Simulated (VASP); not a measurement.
# Ti (Im-3m) in VASP: a series of runs

The runs below take Ti through single point, with PBE.

Everything below comes from runs of VASP 6.6.1. Logs are shortened: lines on timing, memory, paths and dates and some standing lists are left out, and cuts for length are marked.

### Step 1. The cell of the first run

The structure is cubic, space group Im-3m (No. 229). The conventional cell has a = 3.440 Å, b = 3.440 Å, c = 3.440 Å, α = 90.00°, β = 90.00°, γ = 90.00°. Ti (site symmetry m-3m) has 14 Ti at 2.98 to 3.44 Å within 3.9 Å.

This isn't the form of Ti at room conditions, which is hcp.

### Step 2. Single point, PBE, collinear spin (20.36 Å³/atom)

File INCAR:

```
PREC = Accurate
ENCUT = 520
EDIFF = 1E-6
ISMEAR = 0
SIGMA = 0.15
LREAL = False
LASPH = True
NELM = 150
ALGO = Normal
ISIF = 2
LWAVE = False
LCHARG = False
ISPIN = 2
MAGMOM = 0.9
LORBIT = 11
NUPDOWN = 0.9
LMAXMIX = 4
GGA = PE
NBANDS = 16
```

File KPOINTS:

```
Automatic mesh
0
Gamma
  22 22 22
```

File POSCAR:

```
Ti
1.0
   -1.7200903594      1.7200903594      1.7200903594
    1.7200903594     -1.7200903594      1.7200903594
    1.7200903594      1.7200903594     -1.7200903594
Ti
1
Direct
    0.0000000000      0.0000000000      0.0000000000
```

Potentials or basis: VASP PAW PBE potentials, release 64 (Ti_sv).

Run with:

```console
> cat potpaw_PBE.64/Ti_sv/POTCAR > POTCAR
> mpirun -np 1 vasp_std > vasp.out
```

OUTCAR:

```text
PREC = Accurate
   ENCUT = 520
   EDIFF = 1E-6
   ISMEAR = 0
   LREAL = False
   LASPH = True
   NELM = 150
   ISIF = 2
   ISPIN = 2
   LORBIT = 11
   NUPDOWN = 0.9
   GGA = PE

 ion  position               nearest neighbor table
   1  0.000  0.000  0.000-

  LATTYP: Found a body centered cubic cell.
 ALAT       =     3.4401807188

  Lattice vectors:

 A1 = (  -1.7200903594,   1.7200903594,   1.7200903594)
 A2 = (   1.7200903594,  -1.7200903594,   1.7200903594)
 A3 = (   1.7200903594,   1.7200903594,  -1.7200903594)

Analysis of symmetry for initial positions (statically):
=====================================================================
 Subroutine PRICEL returns:
 Original cell was already a primitive cell.

 Routine SETGRP: Setting up the symmetry group for a
 body centered cubic supercell.

 Subroutine GETGRP returns: Found 48 space group operations
 (whereof 48 operations were pure point group operations)
 out of a pool of 48 trial point group operations.

The static configuration has the point symmetry O_h .

Analysis of symmetry for dynamics (positions and initial velocities):
=====================================================================
 Subroutine PRICEL returns:
 Original cell was already a primitive cell.

 Routine SETGRP: Setting up the symmetry group for a
 body centered cubic supercell.

 Subroutine GETGRP returns: Found 48 space group operations
 (whereof 48 operations were pure point group operations)
 out of a pool of 48 trial point group operations.

The dynamic configuration has the point symmetry O_h .

Analysis of structural, dynamic, and magnetic symmetry:
=====================================================================
 Subroutine PRICEL returns:
 Original cell was already a primitive cell.

 Routine SETGRP: Setting up the symmetry group for a
 body centered cubic supercell.

 Subroutine GETGRP returns: Found 48 space group operations
 (whereof 48 operations were pure point group operations)
 out of a pool of 48 trial point group operations.

The overall configuration has the point symmetry O_h .

 Subroutine INISYM returns: Found 48 space group operations
 (whereof 48 operations are pure point group operations),
 and found     1 'primitive' translations

----------------------------------------------------------------------------------------

                                     Primitive cell

  volume of cell :      20.3570

  direct lattice vectors                    reciprocal lattice vectors
    -1.720090359  1.720090359  1.720090359     0.000000000  0.290682404  0.290682404
     1.720090359 -1.720090359  1.720090359     0.290682404  0.000000000  0.290682404
     1.720090359  1.720090359 -1.720090359     0.290682404  0.290682404  0.000000000

  length of vectors
     2.979283896  2.979283896  2.979283896     0.411086997  0.411086997  0.411086997

  position of ions in fractional coordinates (direct lattice)
     0.000000000  0.000000000  0.000000000

  ion indices of the primitive-cell ions
   primitive index   ion index
                 1           1

----------------------------------------------------------------------------------------

 KPOINTS: Automatic mesh

Automatic generation of k-mesh.
 Grid dimensions read from file:
 generate k-points for:   22   22   22

 Generating k-lattice:

  Cartesian coordinates                     Fractional coordinates (reciprocal lattice)
     0.000000000  0.013212837  0.013212837     0.045454545  0.000000000  0.000000000
     0.013212837  0.000000000  0.013212837     0.000000000  0.045454545  0.000000000
     0.013212837  0.013212837  0.000000000     0.000000000  0.000000000  0.045454545

  Length of vectors
     0.018685773  0.018685773  0.018685773

  Shift w.r.t. Gamma in fractional coordinates (k-lattice)
     0.000000000  0.000000000  0.000000000

 Subroutine IBZKPT returns following result:
 ===========================================

 Found    328 irreducible k-points:

 Following reciprocal coordinates:
            Coordinates               Weight
  0.000000  0.000000  0.000000      1.000000
  0.045455  0.000000  0.000000     12.000000
  0.090909  0.000000  0.000000     12.000000
  0.136364  0.000000  0.000000     12.000000
  0.181818  0.000000  0.000000     12.000000
  0.227273  0.000000  0.000000     12.000000
[... 16 lines left out ...]
  0.090909  0.090909  0.000000     24.000000
  0.136364  0.090909  0.000000     48.000000
 [... further k-points ...]
   k-points           NKPTS =    328   k-points in BZ     NKDIM =    328   number of bands    NBANDS=     16
   number of dos      NEDOS =    301   number of ions     NIONS =      1
   total plane-waves  NPLWV =  13824
   dimension x,y,z NGX =    24 NGY =   24 NGZ =   24
   dimension x,y,z NGXF=    48 NGYF=   48 NGZF=   48
   ions per type =               1
   NGX,Y,Z   is equivalent  to a cutoff of  13.39, 13.39, 13.39 a.u.
   NGXF,Y,Z  is equivalent  to a cutoff of  26.78, 26.78, 26.78 a.u.
 SYSTEM =  unknown system
   PREC   = accura    normal or accurate (medium, high low for compatibility)
   ISTART =      0    job   : 0-new  1-cont  2-samecut
   ICHARG =      2    charge: 1-file 2-atom 10-const
   ISPIN  =      2    spin polarized calculation?
   LNONCOLLINEAR =      F non collinear calculations
   LSORBIT =      F    spin-orbit coupling
   LASPH  =      T    aspherical Exc in radial PAW
   ENCUT  =  520.0 eV  38.22 Ry    6.18 a.u.   5.54  5.54  5.54*2*pi/ulx,y,z
   NELM   =    150;   NELMIN=  2; NELMDL= -5     # of ELM steps
   EDIFF  = 0.1E-05   stopping-criterion for ELM
   LREAL  =      F    real-space projection
[... 7 lines left out ...]
   TEBEG  =    0.0;   TEEND  =   0.0 temperature during run
   PSTRESS=    0.0 pullay stress
   NELECT =      12.0000    total number of electrons
   NUPDOWN=       0.9000    fix difference up-down
   EMIN   =  10.00;   EMAX   =-10.00  energy-range for DOS
   EFERMI =   0.00;   METHOD = LEGACY
   ISMEAR =     0;   SIGMA  =   0.15  broadening in eV -4-tet -1-fermi 0-gaus
   EFERMI_NEDOS =   21; number of points for ismear=-14 and -15
   IALGO  =     38    algorithm
   IMIX   =      4    mixing-type and parameters
     AMIX     =   0.40;   BMIX     =  1.00
     AMIX_MAG =   1.60;   BMIX_MAG =  1.00
  volume/ion in A,a.u.               =      20.36       137.38
  Fermi-wavevector in a.u.,A,eV,Ry     =   1.372663  2.593957 25.636155  1.884204
  Thomas-Fermi vector in A             =   2.498250
   LORBIT       =     11    0 simple, 1 ext, 2 COOP (PROOUT), +10 PAW based schemes
   GGA     = PE    functional components
   LHFCALC =     F    Hartree Fock is set to
   AEXX    =    0.0000 exact exchange contribution
   IVDW    =     0    specifies the selected vdW correction
   LEPSILON=     F    determine dielectric tensor
   LRPA    =     F    only Hartree local field effects (RPA)
 spin polarized calculation
 Gauss-broadening in eV      SIGMA  =   0.15
  energy-cutoff  :      520.00
  volume of cell :       20.36
 maximum number of plane-waves:       567
 NGX is ok and might be reduce to    24
   NGX = 11   NGY = 11   NGZ = 11

 number of electron      12.0000000 magnetization       0.9000000

 Free energy of the ion-electron system (eV)
  ---------------------------------------------------
  ext. energy  EPLUGINS =         0.00000000
  ---------------------------------------------------
  free energy    TOTEN  =        -7.60039255 eV

  energy without entropy =       -7.57079363  energy(sigma->0) =       -7.58559309

 E-fermi :   6.5832     XC(G=0): -10.7528

 val. band max:        6.5796209257   @ k =   0.2727   0.1818   0.0000
 cond. band min:       6.5604455958   @ k =   0.1364   0.1364   0.0000
 fundamental gap:     -0.0191753299
 Fermi energy:         6.5594083073

 spin component 1

 k-point     1 :       0.0000    0.0000    0.0000
  band No.  band energies     occupation
      1     -50.5651      1.00000
      2     -26.5656      1.00000
      3     -26.5656      1.00000
      4     -26.5656      1.00000
      5       0.6897      1.00000
      6       7.0290      0.00000
[... 8 lines left out ...]
     15      27.6123      0.00000
     16      29.7591      0.00000

 k-point     2 :       0.0455    0.0000    0.0000
  band No.  band energies     occupation
      1     -50.5637      1.00000
      2     -26.5739      1.00000
      3     -26.5683      1.00000
      4     -26.5656      1.00000
      5       0.7512      1.00000
      6       7.0035      0.00001
[... 8 lines left out ...]
     15      27.6526      0.00000
     16      28.7606      0.00000

 k-point     3 :       0.0909    0.0000    0.0000
  band No.  band energies     occupation
      1     -50.5597      1.00000
      2     -26.5981      1.00000
      3     -26.5761      1.00000
      4     -26.5656      1.00000
      5       0.9336      1.00000
      6       6.9300      0.00024
[... 8 lines left out ...]
     15      27.3179      0.00000
     16      27.6198      0.00000

 k-point     4 :       0.1364    0.0000    0.0000
  band No.  band energies     occupation
      1     -50.5534      1.00000
      2     -26.6360      1.00000
      3     -26.5884      1.00000
      4     -26.5657      1.00000
      5       1.2298      1.00000
      6       6.8168      0.00762
[... 8 lines left out ...]
     15      26.4834      0.00000
     16      26.6490      0.00000
[... 324 lines left out ...]
 k-point    22 :       0.4545    0.0455    0.0000
  band No.  band energies     occupation
      1     -50.4971      1.00000
      2     -26.9591      1.00000
      3     -26.6977      1.00000
      4     -26.5695      1.00000
      5       4.1856      1.00000
      6       5.9329      1.00000
[... 8 lines left out ...]
     15      26.3180      0.00000
     16      28.7951      0.00000

 k-point    23 :       0.0909    0.0909    0.0000
  band No.  band energies     occupation
      1     -50.5498      1.00000
      2     -26.6576      1.00000
      3     -26.5875      1.00000
      4     -26.5735      1.00000
      5       1.4038      1.00000
      6       6.7948      0.01323
[... 8 lines left out ...]
     15      26.2023      0.00000
     16      27.7553      0.00000

 k-point    24 :       0.1364    0.0909    0.0000
  band No.  band energies     occupation
      1     -50.5421      1.00000
      2     -26.7022      1.00000
      3     -26.6020      1.00000
      4     -26.5758      1.00000
      5       1.7952      1.00000
      6       6.6644      0.16110
[... 8 lines left out ...]
     15      26.3081      0.00000
     16      27.6416      0.00000

 [... further k-points ...]

 spin component 2

 k-point     1 :       0.0000    0.0000    0.0000
  band No.  band energies     occupation
      1     -49.9996      1.00000
      2     -25.9998      1.00000
      3     -25.9998      1.00000
      4     -25.9998      1.00000
      5       1.2685      1.00000
      6       7.7899      0.00000
[... 8 lines left out ...]
     15      27.9193      0.00000
     16      30.2596      0.00000

 k-point     2 :       0.0455    0.0000    0.0000
  band No.  band energies     occupation
      1     -49.9983      1.00000
      2     -26.0080      1.00000
      3     -26.0024      1.00000
      4     -25.9998      1.00000
      5       1.3299      1.00000
      6       7.7640      0.00000
[... 8 lines left out ...]
     15      27.9971      0.00000
     16      29.4112      0.00000

 k-point     3 :       0.0909    0.0000    0.0000
  band No.  band energies     occupation
      1     -49.9943      1.00000
      2     -26.0319      1.00000
      3     -26.0101      1.00000
      4     -25.9999      1.00000
      5       1.5121      1.00000
      6       7.6895      0.00000
[... 8 lines left out ...]
     15      27.8541      0.00000
     16      28.3020      0.00000

 k-point     4 :       0.1364    0.0000    0.0000
  band No.  band energies     occupation
      1     -49.9881      1.00000
      2     -26.0694      1.00000
      3     -26.0221      1.00000
      4     -26.0000      1.00000
      5       1.8082      1.00000
      6       7.5747      0.00000
[... 8 lines left out ...]
     15      27.1853      0.00000
     16      27.2602      0.00000
[... 324 lines left out ...]
 k-point    22 :       0.4545    0.0455    0.0000
  band No.  band energies     occupation
      1     -49.9323      1.00000
      2     -26.3887      1.00000
      3     -26.1291      1.00000
      4     -26.0044      1.00000
      5       4.7876      1.00000
      6       6.6797      0.18132
[... 8 lines left out ...]
     15      26.8425      0.00000
     16      29.4245      0.00000

 k-point    23 :       0.0909    0.0909    0.0000
  band No.  band energies     occupation
      1     -49.9845      1.00000
      2     -26.0907      1.00000
      3     -26.0213      1.00000
      4     -26.0077      1.00000
      5       1.9822      1.00000
      6       7.5464      0.00000
[... 8 lines left out ...]
     15      26.6406      0.00000
     16      28.3820      0.00000

 k-point    24 :       0.1364    0.0909    0.0000
  band No.  band energies     occupation
      1     -49.9768      1.00000
      2     -26.1347      1.00000
      3     -26.0356      1.00000
      4     -26.0101      1.00000
      5       2.3738      1.00000
      6       7.4106      0.00000
[... 8 lines left out ...]
     15      26.7774      0.00000
     16      28.2915      0.00000

 [... further k-points ...]

------------------------ aborting loop because EDIFF is reached ----------------------------------------

  FORCE on cell =-STRESS in cart. coord.  units (eV):
  Direction    XX          YY          ZZ          XY          YZ          ZX
  --------------------------------------------------------------------------------------
  -------------------------------------------------------------------------------------
  Total       -1.5267069     -1.5267069     -1.5267069      0.0000000      0.0000000     -0.0000000
  in kB     -120.1579433   -120.1579433   -120.1579433      0.0000000      0.0000000     -0.0000000
  external PRESSURE =    -120.1579433 kB  Pullay stress =       0.0000000 kB

 VOLUME and BASIS-vectors are now :
 -----------------------------------------------------------------------------
  energy-cutoff  :      520.00
  volume of cell :       20.36
      direct lattice vectors                 reciprocal lattice vectors
    -1.720090359  1.720090359  1.720090359     0.000000000  0.290682404  0.290682404
     1.720090359 -1.720090359  1.720090359     0.290682404  0.000000000  0.290682404
     1.720090359  1.720090359 -1.720090359     0.290682404  0.290682404  0.000000000

 POSITION                                       TOTAL-FORCE (eV/Angst)
 -----------------------------------------------------------------------------------
      0.00000      0.00000      0.00000        -0.000000      0.000000     -0.000000
 -----------------------------------------------------------------------------------
    total drift:                                0.000000      0.000000     -0.000000

  FREE ENERGIE OF THE ION-ELECTRON SYSTEM (eV)
  ---------------------------------------------------
  free  energy   TOTEN  =        -7.6003925538 eV

  energy  without entropy=       -7.5707936255  energy(sigma->0) =       -7.58559309

 total charge

# of ion       s       p       d       tot
------------------------------------------
    1        2.215   6.087   1.805  10.107

 magnetization (x)

# of ion       s       p       d       tot
------------------------------------------
    1        0.004   0.039   0.575   0.617
```

It took 79 s on 1 thread of Intel Xeon Platinum 8488C (Sapphire Rapids), shared host; peak memory 0.26 GiB.

Results:

```yaml
Free_energy: -7.6004 eV
Pressure: -12.0 GPa
Net_moment: 0.90 μB per cell
Site_moments: Ti +0.62 μB
Valence_electrons_inside_the_program's_atomic_spheres: Ti 10.11
```

Caveat: the cell stands under tension; the total moment is fixed, so each spin has its own Fermi level.

[end of part 1 of 2]
